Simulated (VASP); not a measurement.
The system is Ni.

```xyz
1
Lattice="0.0000 1.7677 1.7677 1.7677 0.0000 1.7677 1.7677 1.7677 0.0000" Properties=species:S:1:pos:R:3 pbc="T T T"
Ni    0.0000    0.0000    0.0000
```

Base run:

```yaml
Program: VASP 6.6.1
Functional: PBE
Potentials_or_basis: VASP PAW PBE potentials, release 64 (Ni)
Cutoff: 520 eV
k_mesh: 14 × 14 × 14
Occupations: gaussian, width 0.1 eV
Spin: collinear spin, ferromagnetic start
Starting_moments: "[1.91] μB"
Fixed_moment: 1.91 μB
```

Its results: pressure 19.2 GPa; site moments Ni +1.79 μB.

**Question.** The run is repeated on the same cell with these changes: fixed moment from 1.91 μB to 0.24 μB; moments at the start from [1.91] to [0.24]. What comes out?

**Answer.** Pressure -3.7 GPa; site moments Ni +0.25 μB.

Caveats: the total moment is fixed, so each spin has its own Fermi level.
